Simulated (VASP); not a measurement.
# Si4N in VASP: single point with PBE+D3(BJ)

Aim: the single point of Si4N with PBE+D3(BJ).

All numbers are computed with VASP 6.6.1; they aren't measurements. Logs are shortened: lines on timing, memory, paths and dates and some standing lists are left out, and cuts for length are marked.

### 1 The cell of the first run

The cell holds a slab with vacuum, 5 atoms: a = 3.833 Å, b = 3.833 Å, c = 21.103 Å, α = 90.00°, β = 90.00°, γ = 90.00°.

### 2 Single point, PBE+D3(BJ), collinear spin, ferromagnetic start

File INCAR:

```
ALGO = Normal
DIPOL = 0.5 0.5 0.327
EDIFF = 1E-6
ENCUT = 520
GGA = PE
IDIPOL = 3
ISIF = 2
ISMEAR = 0
ISPIN = 2
IVDW = 12
LASPH = True
LCHARG = True
LDIPOL = True
LELF = True
LORBIT = 11
LREAL = False
LVACPOTAV = True
LVHAR = True
LWAVE = False
MAGMOM = 0 0 0 0 3
NBANDS = 22
NELM = 150
PREC = Accurate
SIGMA = 0.05
```

File KPOINTS:

```
k-points
0
Gamma
  7 7 1
```

File POSCAR:

```
Si4N
1.0
    3.8333442755      0.0000000000      0.0000000000
    0.0000000000      3.8333442755      0.0000000000
    0.0000000000      0.0000000000     21.1034818114
Si N
4 1
Direct
    0.0000000000      0.5000000000      0.1895421825
    0.0000000000      0.0000000000      0.2537634269
    0.5000000000      0.0000000000      0.3207061922
    0.5000000000      0.5000000000      0.3839879070
    1.0000000000      1.0000000000      0.4882361074
```

Potentials or basis: VASP PAW PBE potentials, release 64 (Si, N).

On the command line:

```
cat potpaw_PBE.64/Si/POTCAR potpaw_PBE.64/N/POTCAR > POTCAR
mpirun -np 1 vasp_std > vasp.out
```

OUTCAR:

```text
EDIFF = 1E-6
   ENCUT = 520
   GGA = PE
   ISIF = 2
   ISMEAR = 0
   ISPIN = 2
   IVDW = 12
   LASPH = True
   LORBIT = 11
   LREAL = False
   NELM = 150
   PREC = Accurate
 IVDW          = 12

 ion  position               nearest neighbor table
   1  0.000  0.500  0.190-   2 2.35   2 2.35
   2  0.000  0.000  0.254-   1 2.35   1 2.35   3 2.38   3 2.38
   3  0.500  0.000  0.321-   4 2.34   4 2.34   2 2.38   2 2.38
   4  0.500  0.500  0.384-   3 2.34   3 2.34
   5  0.000  0.000  0.488-

  LATTYP: Found a simple tetragonal cell.
 ALAT       =     3.8333442755
 C/A-ratio  =     5.5052404101

  Lattice vectors:

 A1 = (   3.8333442755,   0.0000000000,   0.0000000000)
 A2 = (   0.0000000000,   3.8333442755,   0.0000000000)
 A3 = (   0.0000000000,   0.0000000000,  21.1034818114)

Analysis of symmetry for initial positions (statically):
=====================================================================
 Subroutine PRICEL returns:
 Original cell was already a primitive cell.

 Routine SETGRP: Setting up the symmetry group for a
 simple tetragonal supercell.

 Subroutine GETGRP returns: Found  4 space group operations
 (whereof  4 operations were pure point group operations)
 out of a pool of 16 trial point group operations.

The static configuration has the point symmetry C_2v.

Analysis of symmetry for dynamics (positions and initial velocities):
=====================================================================
 Subroutine PRICEL returns:
 Original cell was already a primitive cell.

 Routine SETGRP: Setting up the symmetry group for a
 simple tetragonal supercell.

 Subroutine GETGRP returns: Found  4 space group operations
 (whereof  4 operations were pure point group operations)
 out of a pool of 16 trial point group operations.

The dynamic configuration has the point symmetry C_2v.

Analysis of structural, dynamic, and magnetic symmetry:
=====================================================================
 Subroutine PRICEL returns:
 Original cell was already a primitive cell.

 Routine SETGRP: Setting up the symmetry group for a
 simple tetragonal supercell.

 Subroutine GETGRP returns: Found  4 space group operations
 (whereof  4 operations were pure point group operations)
 out of a pool of 16 trial point group operations.

The overall configuration has the point symmetry C_2v.

 Subroutine INISYM returns: Found  4 space group operations
 (whereof  4 operations are pure point group operations),
 and found     1 'primitive' translations

----------------------------------------------------------------------------------------

                                     Primitive cell

  volume of cell :     310.1057

  direct lattice vectors                    reciprocal lattice vectors
     3.833344276  0.000000000  0.000000000     0.260868821  0.000000000  0.000000000
     0.000000000  3.833344276  0.000000000     0.000000000  0.260868821  0.000000000
     0.000000000  0.000000000 21.103481811     0.000000000  0.000000000  0.047385546

  length of vectors
     3.833344276  3.833344276 21.103481811     0.260868821  0.260868821  0.047385546

  position of ions in fractional coordinates (direct lattice)
     0.000000000  0.500000000  0.189542182
     0.000000000  0.000000000  0.253763427
     0.500000000  0.000000000  0.320706192
     0.500000000  0.500000000  0.383987907
     0.000000000  0.000000000  0.488236107

  ion indices of the primitive-cell ions
   primitive index   ion index
                 1           1
                 2           2
                 3           3
                 4           4
                 5           5

----------------------------------------------------------------------------------------

 KPOINTS: k-points

Automatic generation of k-mesh.
[... 23 lines left out ...]
  0.000000  0.000000  0.000000      1.000000
  0.142857  0.000000  0.000000      2.000000
  0.000000  0.142857  0.000000      2.000000
  0.285714  0.000000  0.000000      2.000000
  0.000000  0.285714  0.000000      2.000000
  0.428571  0.000000  0.000000      2.000000
[... 8 lines left out ...]
 -0.285714  0.428571  0.000000      4.000000
  0.428571  0.428571  0.000000      4.000000
   k-points           NKPTS =     16   k-points in BZ     NKDIM =     16   number of bands    NBANDS=     22
   number of dos      NEDOS =    301   number of ions     NIONS =      5
   total plane-waves  NPLWV = 144000
   dimension x,y,z NGX =    30 NGY =   30 NGZ =  160
   dimension x,y,z NGXF=    60 NGYF=   60 NGZF=  320
   ions per type =               4   1
   NGX,Y,Z   is equivalent  to a cutoff of  13.01, 13.01, 12.60 a.u.
   NGXF,Y,Z  is equivalent  to a cutoff of  26.02, 26.02, 25.21 a.u.
 SYSTEM =  unknown system
   PREC   = accura    normal or accurate (medium, high low for compatibility)
   ISTART =      0    job   : 0-new  1-cont  2-samecut
   ICHARG =      2    charge: 1-file 2-atom 10-const
   ISPIN  =      2    spin polarized calculation?
   LNONCOLLINEAR =      F non collinear calculations
   LSORBIT =      F    spin-orbit coupling
   LASPH  =      T    aspherical Exc in radial PAW
   ENCUT  =  520.0 eV  38.22 Ry    6.18 a.u.   7.13  7.13 39.24*2*pi/ulx,y,z
   NELM   =    150;   NELMIN=  2; NELMDL= -5     # of ELM steps
   EDIFF  = 0.1E-05   stopping-criterion for ELM
   LREAL  =      F    real-space projection
   EDIFFG = 0.1E-04   stopping-criterion for IOM
   NSW    =      0    number of steps for IOM
   IBRION =     -1    ionic relax: 0-MD 1-quasi-New 2-CG
   NFREE  =      0    steps in history (QN), initial steepest desc. (CG)
   ISIF   =      2    stress and relaxation
   ISYM   =      2    0-nonsym 1-usesym 2-fastsym
   POTIM  = 0.5000    time-step for ionic-motion
   TEBEG  =    0.0;   TEEND  =   0.0 temperature during run
   PSTRESS=    0.0 pullay stress
   NELECT =      21.0000    total number of electrons
   NUPDOWN=      -1.0000    fix difference up-down
   EMIN   =  10.00;   EMAX   =-10.00  energy-range for DOS
   EFERMI =   0.00;   METHOD = LEGACY
   ISMEAR =     0;   SIGMA  =   0.05  broadening in eV -4-tet -1-fermi 0-gaus
   EFERMI_NEDOS =   21; number of points for ismear=-14 and -15
   IALGO  =     38    algorithm
   IMIX   =      4    mixing-type and parameters
     AMIX     =   0.40;   BMIX     =  1.00
     AMIX_MAG =   1.60;   BMIX_MAG =  1.00
  volume/ion in A,a.u.               =      62.02       418.54
  Fermi-wavevector in a.u.,A,eV,Ry     =   0.667285  1.260986  6.058256  0.445269
  Thomas-Fermi vector in A             =   1.741845
   LORBIT       =     11    0 simple, 1 ext, 2 COOP (PROOUT), +10 PAW based schemes
   GGA     = PE    functional components
   LHFCALC =     F    Hartree Fock is set to
   AEXX    =    0.0000 exact exchange contribution
   IVDW    =    12    specifies the selected vdW correction
   LEPSILON=     F    determine dielectric tensor
   LRPA    =     F    only Hartree local field effects (RPA)
 spin polarized calculation
 Gauss-broadening in eV      SIGMA  =   0.05
  energy-cutoff  :      520.00
  volume of cell :      310.11
 maximum number of plane-waves:      8388
 NGX is ok and might be reduce to    30
   NGX = 15   NGY = 15   NGZ = 79

 dipolmoment           0.000000      0.000000     -0.000019 electrons x Angstroem

 number of electron      21.0000000 magnetization       2.6337940

 dipolmoment           0.000000      0.000000      0.051307 electrons x Angstroem

 Free energy of the ion-electron system (eV)
  ---------------------------------------------------
  ext. energy  EPLUGINS =         0.00000000
  ---------------------------------------------------
  free energy    TOTEN  =       -21.37333577 eV

  energy without entropy =      -21.36924542  energy(sigma->0) =      -21.37129060

 E-fermi :  -2.4037     XC(G=0):  -3.7957

 val. band max:       -2.4174149745   @ k =   0.4286   0.4286   0.0000
 cond. band min:      -2.3851131875   @ k =   0.4286   0.2857   0.0000
 fundamental gap:      0.0323017870
 Fermi energy:        -2.4037067849

 spin component 1

 k-point     1 :       0.0000    0.0000    0.0000
  band No.  band energies     occupation
      1     -16.4330      1.00000
      2     -13.2918      1.00000
      3     -11.1384      1.00000
      4      -7.8295      1.00000
      5      -5.0128      1.00000
      6      -4.6337      1.00000
[... 389 lines left out ...]
     21       5.4266      0.00000
     22       6.1949      0.00000
 Fermi energy:        -2.4037067849

 spin component 2

 k-point     1 :       0.0000    0.0000    0.0000
  band No.  band energies     occupation
      1     -13.3328      1.00000
      2     -12.2762      1.00000
      3     -11.1298      1.00000
      4      -7.8289      1.00000
      5      -4.3768      1.00000
      6      -4.1159      1.00000
[... 389 lines left out ...]
     21       5.5030      0.00000
     22       6.2690      0.00000

------------------------ aborting loop because EDIFF is reached ----------------------------------------

 Edisp (eV)   -1.03428

 E8    (eV) :    -0.4383

  FORCE on cell =-STRESS in cart. coord.  units (eV):
  Direction    XX          YY          ZZ          XY          YZ          ZX
  --------------------------------------------------------------------------------------
  -------------------------------------------------------------------------------------
  Total      -3.98789    -1.54721    -1.20832     0.00000     0.00000     0.00000
  in kB     -20.60364    -7.99375    -6.24286     0.00000     0.00000     0.00000
  external pressure =      -11.61 kB  Pullay stress =        0.00 kB

 VOLUME and BASIS-vectors are now :
 -----------------------------------------------------------------------------
  energy-cutoff  :      520.00
  volume of cell :      310.11
      direct lattice vectors                 reciprocal lattice vectors
     3.833344276  0.000000000  0.000000000     0.260868821  0.000000000  0.000000000
     0.000000000  3.833344276  0.000000000     0.000000000  0.260868821  0.000000000
     0.000000000  0.000000000 21.103481811     0.000000000  0.000000000  0.047385546

 POSITION                                       TOTAL-FORCE (eV/Angst)
 -----------------------------------------------------------------------------------
      0.00000      1.91667      4.00000         0.000000      0.000000      0.091500
      0.00000      0.00000      5.35529         0.000000      0.000000      0.063862
      1.91667      0.00000      6.76802         0.000000      0.000000     -0.078708
      1.91667      1.91667      8.10348         0.000000      0.000000      0.255908
      0.00000      0.00000     10.30348         0.000000      0.000000     -0.332563
 -----------------------------------------------------------------------------------
    total drift:                               -0.000000      0.000000      0.000037

  FREE ENERGIE OF THE ION-ELECTRON SYSTEM (eV)
  ---------------------------------------------------
  free  energy   TOTEN  =       -22.4076181942 eV

  energy  without entropy=      -22.4035278470  energy(sigma->0) =      -22.40557302

 vacuum level on the upper side and lower side of the slab         3.533         2.901

 total charge

# of ion       s       p       d       tot
------------------------------------------
    1        0.864   0.720   0.000   1.584
    2        0.775   0.894   0.000   1.669
    3        0.775   0.898   0.000   1.673
    4        0.864   0.710   0.000   1.574
    5        1.363   1.914   0.000   3.277
--------------------------------------------------
tot          4.642   5.135   0.000   9.777

 magnetization (x)

# of ion       s       p       d       tot
------------------------------------------
    1        0.001   0.002   0.000   0.003
    2        0.000  -0.010   0.000  -0.010
    3        0.005   0.001   0.000   0.006
    4        0.009  -0.054   0.000  -0.045
    5        0.037   1.801   0.000   1.838
--------------------------------------------------
tot          0.052   1.740   0.000   1.792
```

It took 3 min on 1 thread of AMD EPYC 9R45 (Zen 5), shared host; peak memory 0.54 GiB.

Results:

```
Free energy                                           : -22.4076 eV
Largest force                                         : 0.333 eV/Å
Net moment                                            : 2.63 μB per cell
Site moments                                          : Si +0.00, -0.01, +0.01, -0.04; N +1.84 μB
Valence electrons inside the program's atomic spheres : Si 1.58, 1.67, 1.57 (each value once); N 3.28
Dispersion energy per atom                            : -0.207 eV
```

Forces in eV/Å, atoms in the order of the input:
```
Si   0.000  0.000  0.091
Si   0.000  0.000  0.064
Si   0.000  0.000 -0.079
Si   0.000  0.000  0.256
N    0.000  0.000 -0.333
```

Levels at points of the mesh, in eV from the Fermi level:
Spin up:
| k point | band 10 | band 11 | band 12 | band 13 | band 14 | band 15 |
| --- | --- | --- | --- | --- | --- | --- |
| (0.00, 0.00, 0.00) | -1.35 | -0.55 | 0.61 | 1.36 | 1.83 | 1.98 |
Spin down:
| k point | band 6 | band 7 | band 8 | band 9 | band 10 | band 11 | band 12 | band 13 |
| --- | --- | --- | --- | --- | --- | --- | --- | --- |
| (0.00, 0.00, 0.00) | -1.71 | -1.65 | -0.61 | 0.29 | 1.17 | 1.55 | 1.79 | 1.89 |
